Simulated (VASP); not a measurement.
Input of a VASP 6.6.1 run:

INCAR

```
SYSTEM = LiB4O2
PREC     = Accurate       ! precision mode
ENCUT    = 600            ! plane-wave cutoff, eV
EDIFF    = 1E-7           ! SCF threshold, eV
ISMEAR   = 0              ! smearing method
SIGMA    = 0.1            ! smearing width, eV
LREAL    = .False.        ! projectors in reciprocal space
LASPH    = .True.         ! aspherical terms in the spheres
NELM     = 80             ! most SCF steps
ALGO     = Normal         ! electronic algorithm
ISIF     = 3              ! what is computed and relaxed
LWAVE    = .False.        ! write WAVECAR
LCHARG   = .False.        ! write CHGCAR
GGA      = PE             ! functional
IBRION   = 2              ! ionic algorithm
NSW      = 100            ! ionic steps
EDIFFG   = -0.01          ! ionic threshold
```

KPOINTS

```
regular mesh
0
Gamma
  12 12 12
  0 0 0
```

The input POSCAR:

```
LiB4O2
1.0
   -2.1781414700      2.1781414700      3.2339749533
    2.1781414700     -2.1781414700      3.2339749533
    2.1781414700      2.1781414700     -3.2339749533
Li B O
1 4 2
Direct
    0.0000000000      0.0000000000      0.0000000000
    0.5000000000      0.0000000000      0.5000000000
    0.0000000000      0.5000000000      0.5000000000
    0.7500000000      0.2500000000      0.5000000000
    0.2500000000      0.7500000000      0.5000000000
    0.2780394758      0.2780394758      0.0000000000
    0.7219605242      0.7219605242      0.0000000000
```

Potentials or basis: VASP PAW PBE potentials, release 64 (Li_sv, B, O).

The run is started by

```sh
$ cat potpaw_PBE.64/Li_sv/POTCAR potpaw_PBE.64/B/POTCAR potpaw_PBE.64/O/POTCAR > POTCAR
$ mpirun -np 1 vasp_std > vasp.out
```

What does it give for the band gap on the k mesh?

Zero (an odd number of electrons rules out a gap without spin polarisation).

Estimate the space group after relaxing (to 0.1 Å).

I4/mmm (No. 139).

What does it give for the relaxed volume?

8.79 Å³/atom.

Estimate the relaxed cell.

a = 4.469 Å, b = 4.469 Å, c = 4.469 Å, α = 121.54°, β = 121.54°, γ = 87.35°.

The path:
| step | energy change (eV) | largest force (eV/Å) | pressure (GPa) | volume (Å³) |
| --- | --- | --- | --- | --- |
| 1 | 0.0000 | 0.0098 | 0.19 | 61.37 |
| 2 | -0.0002 | 0.0057 | 0.13 | 61.47 |
| 3 | -0.0003 | 0.0020 | 0.08 | 61.55 |

Caveat: the cutoff is under 1.25 times the usual one of these potentials, so pressure, stress and relaxed cells hold a basis-set (Pulay) error; an odd number of electrons without spin polarisation forces a metal; a magnetic or distorted state may lie lower.
